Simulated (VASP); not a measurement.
# CaO in VASP: notebook, part 2 of 2

VASP 6.6.1. The steps go on from the part before.

## Step 4: Single point, r2SCAN (strain -0.040 along x and y, +0.000 along z)

POSCAR

```
CaO
1.0
    0.0000000000      2.3510400000      2.4490000000
    2.3510400000      0.0000000000      2.4490000000
    2.3510400000      2.3510400000      0.0000000000
Ca O
1 1
Direct
    0.0000000000      0.0000000000      0.0000000000
    0.5000000000      0.5000000000      0.5000000000
```

INCAR.step1

```
SYSTEM = CaO
ALGO = Normal
EDIFF = 1E-4
ENCUT = 520
GGA = PE
ISMEAR = 0
LASPH = .True.
LCHARG = .False.
LREAL = .False.
LWAVE = .True.
NBANDS = 15
NELM = 60
PREC = Accurate
SIGMA = 0.05
```

INCAR.step2

```
SYSTEM = CaO
ALGO = Normal
EDIFF = 1E-7
ENCUT = 520
ISIF = 2
ISMEAR = 0
ISTART = 1
LASPH = .True.
LCHARG = .False.
LMIXTAU = .True.
LREAL = .False.
LWAVE = .False.
METAGGA = R2SCAN
NBANDS = 15
NELM = 60
PREC = Accurate
SIGMA = 0.05
```

KPOINTS

```
k-points
0
Gamma
  8 8 8
  0 0 0
```

Run with:

```
$ cat potpaw_PBE.64/Ca_sv/POTCAR potpaw_PBE.64/O/POTCAR > POTCAR
$ cp INCAR.step1 INCAR
$ mpirun -np 1 vasp_std > vasp.out
$ cp INCAR.step2 INCAR
$ mpirun -np 1 vasp_std > vasp.out
```

Wall time 72 s (1 thread of Intel Xeon Platinum 8559C (Emerald Rapids), shared host); peak memory 0.17 GiB.

Results (log left out):

```yaml
Free_energy: -19.4276 eV
Pressure: 3.8 GPa
Band_gap_on_the_k_mesh: 4.11 eV, indirect (least direct gap 4.50 eV)
```

Stress tensor (GPa, compression positive):
```
 6.39  0.00  0.00
 0.00  6.39  0.00
 0.00  0.00 -1.42
```

Levels at points of the mesh, in eV from the valence-band top:
| k point | band 5 | band 6 | band 7 | band 8 | band 9 | band 10 | band 11 | band 12 |
| --- | --- | --- | --- | --- | --- | --- | --- | --- |
| (0.00, 0.00, 0.00) | -16.56 | -0.10 | 0.00 | 0.00 | 5.53 | 6.70 | 6.99 | 6.99 |
| (0.50, 0.00, 0.00) | -15.14 | -2.70 | -1.29 | -1.29 | 7.78 | 9.14 | 9.19 | 9.37 |
| (0.50, 0.50, 0.00) | -16.35 | -1.47 | -0.33 | -0.33 | 4.24 | 8.90 | 9.76 | 10.36 |
| (0.50, 0.00, 0.50) | -16.35 | -1.23 | -0.48 | -0.39 | 4.11 | 8.89 | 9.80 | 10.21 |

Caveat: the cell differs from its parent crystal (strain -0.040 along x and y, +0.000 along z); the PAW data sets were made with another functional, which shifts forces and pressure a little. A k mesh can miss the band edges.

## Step 5: Single point, r2SCAN (strain +0.000 along x and y, +0.040 along z)

POSCAR

```
CaO
1.0
    0.0000000000      2.4490000000      2.5469600000
    2.4490000000      0.0000000000      2.5469600000
    2.4490000000      2.4490000000      0.0000000000
Ca O
1 1
Direct
    0.0000000000      0.0000000000      0.0000000000
    0.5000000000      0.5000000000      0.5000000000
```

INCAR.step1

```
ALGO = Normal ; EDIFF = 1E-4
ENCUT = 520 ; GGA = PE
ISMEAR = 0 ; LASPH = T
LCHARG = F ; LREAL = F
LWAVE = T ; NBANDS = 15
NELM = 100 ; PREC = Accurate
SIGMA = 0.05
```

INCAR.step2

```
ALGO = Normal ; EDIFF = 1E-6
ENCUT = 520 ; ISIF = 2
ISMEAR = 0 ; ISTART = 1
LASPH = T ; LCHARG = F
LMIXTAU = T ; LREAL = F
LWAVE = F ; METAGGA = R2SCAN
NBANDS = 15 ; NELM = 100
PREC = Accurate ; SIGMA = 0.05
```

KPOINTS

```
k-points
0
Gamma
  8 8 8
```

Run with:

```
$ cat potpaw_PBE.64/Ca_sv/POTCAR potpaw_PBE.64/O/POTCAR > POTCAR
$ cp INCAR.step1 INCAR
$ mpirun -np 1 vasp_std > vasp.out
$ cp INCAR.step2 INCAR
$ mpirun -np 1 vasp_std > vasp.out
```

It took 49 s on 1 thread of Intel Xeon 6975P-C (Granite Rapids), shared host; peak memory 0.18 GiB.

Results (log left out):

```
Free energy            : -19.3648 eV
Pressure               : -8.7 GPa
Band gap on the k mesh : 4.14 eV, indirect (least direct gap 4.56 eV)
```

Stress tensor (GPa, compression positive):
```
 -7.51   0.00   0.00
  0.00  -7.51   0.00
  0.00   0.00 -11.06
```

Levels at points of the mesh, in eV from the valence-band top:
| k point | band 4 | band 5 | band 6 | band 7 | band 8 | band 9 | band 10 | band 11 | band 12 | band 13 |
| --- | --- | --- | --- | --- | --- | --- | --- | --- | --- | --- |
| (0.00, 0.00, 0.00) | -19.43 | -16.32 | -0.06 | 0.00 | 0.00 | 4.60 | 6.43 | 6.67 | 6.67 | 7.90 |
| (0.50, 0.00, 0.00) | -19.45 | -15.40 | -2.41 | -1.05 | -1.04 | 7.22 | 8.44 | 8.49 | 8.52 | 10.19 |
| (0.50, 0.50, 0.00) | -19.57 | -16.11 | -1.45 | -0.35 | -0.35 | 4.26 | 8.03 | 9.08 | 9.55 | 9.55 |
| (0.50, 0.00, 0.50) | -19.62 | -16.10 | -1.28 | -0.45 | -0.42 | 4.14 | 8.03 | 9.09 | 9.43 | 9.71 |

Caveat: the cell differs from its parent crystal (strain +0.000 along x and y, +0.040 along z); the PAW data sets were made with another functional, which shifts forces and pressure a little.

## Step 6: Single point, r2SCAN (strain +0.040 along x and y, +0.080 along z)

POSCAR

```
CaO
1.0
    0.0000000000      2.5469600000      2.6449200000
    2.5469600000      0.0000000000      2.6449200000
    2.5469600000      2.5469600000      0.0000000000
Ca O
1 1
Direct
    0.0000000000      0.0000000000      0.0000000000
    0.5000000000      0.5000000000      0.5000000000
```

INCAR.step1

```
PREC     = Accurate       # precision mode
ENCUT    = 520            # plane-wave cutoff, eV
ISMEAR   = 0              # smearing method
SIGMA    = 0.05           # smearing width, eV
LREAL    = False          # projectors in reciprocal space
LASPH    = True           # aspherical terms in the spheres
NELM     = 100            # most SCF steps
NBANDS   = 15             # bands
GGA      = PE             # functional
ALGO     = Normal         # electronic algorithm
EDIFF    = 1E-4           # SCF threshold, eV
LWAVE    = True           # write WAVECAR
LCHARG   = False          # write CHGCAR
```

INCAR.step2

```
PREC     = Accurate       # precision mode
ENCUT    = 520            # plane-wave cutoff, eV
EDIFF    = 1E-7           # SCF threshold, eV
ISMEAR   = 0              # smearing method
SIGMA    = 0.05           # smearing width, eV
LREAL    = False          # projectors in reciprocal space
LASPH    = True           # aspherical terms in the spheres
NELM     = 100            # most SCF steps
ALGO     = Normal         # electronic algorithm
ISIF     = 2              # what is computed and relaxed
LWAVE    = False          # write WAVECAR
LCHARG   = True           # write CHGCAR
METAGGA  = R2SCAN         # meta-GGA
LMIXTAU  = True         
LELF     = True           # ELF
LVHAR    = True         
NBANDS   = 15             # bands
ISTART   = 1
```

KPOINTS

```
regular mesh
0
Gamma
  8 8 8
```

Potentials or basis: VASP PAW PBE potentials, release 64 (Ca_sv, O).

Run with:

```
$ cat potpaw_PBE.64/Ca_sv/POTCAR potpaw_PBE.64/O/POTCAR > POTCAR
$ cp INCAR.step1 INCAR
$ mpirun -np 1 vasp_std > vasp.out
$ cp INCAR.step2 INCAR
$ mpirun -np 1 vasp_std > vasp.out
```

Run time: 61 s. Hardware: 1 thread of Intel Xeon 6975P-C (Granite Rapids), shared host; peak memory 0.18 GiB.

The run converged. Its results:

```yaml
Free_energy: -19.0772 eV
Pressure: -15.4 GPa
Band_gap_on_the_k_mesh: 3.82 eV, direct
```

Stress tensor (GPa, compression positive):
```
-15.03   0.00   0.00
  0.00 -15.03   0.00
  0.00   0.00 -16.05
```

Levels at points of the mesh, in eV from the valence-band top:
```csv
k point,band 5,band 6,band 7,band 8,band 9,band 10,band 11,band 12
"(0.00, 0.00, 0.00)",-16.11,-0.03,0.00,0.00,3.82,6.12,6.32,6.32
"(0.50, 0.00, 0.00)",-15.52,-2.16,-0.86,-0.85,6.68,7.61,7.87,7.88
"(0.50, 0.50, 0.00)",-15.92,-1.39,-0.35,-0.35,4.20,7.26,8.42,8.78
"(0.50, 0.00, 0.50)",-15.91,-1.26,-0.42,-0.42,4.10,7.26,8.41,8.69
```

Caveat: the cell differs from its parent crystal (strain +0.040 along x and y, +0.080 along z); the PAW data sets were made with another functional, which shifts forces and pressure a little. A k mesh can miss the band edges.

## Step 7: Summary

| cell | gap on the mesh (eV) | pressure (GPa) |
| --- | --- | --- |
| a = 3.740 Å, angles 60.0°, 2 atoms | 3.38 | -18.0 |
| a = 3.256, b = 3.256, c = 3.186 Å, angles 60.7, 60.7, 58.6°, 2 atoms | 3.98 | 25.6 |
| a = 3.395, b = 3.395, c = 3.325 Å, angles 60.7, 60.7, 58.6°, 2 atoms | 4.11 | 3.8 |
| a = 3.533, b = 3.533, c = 3.463 Å, angles 60.7, 60.7, 58.7°, 2 atoms | 4.14 | -8.7 |
| a = 3.672, b = 3.672, c = 3.602 Å, angles 60.6, 60.6, 58.7°, 2 atoms | 3.82 | -15.4 |

Alike in all rows: task single point; level r2SCAN; potentials or basis VASP PAW PBE potentials, release 64 (Ca_sv, O); no spin polarisation; k mesh 8 × 8 × 8; cutoff (eV) 520; smearing gaussian 0.05 eV.

Caveats: the PAW data sets were made with another functional, which shifts forces and pressure a little.

Absolute energies hang on the potentials; compare differences alone.
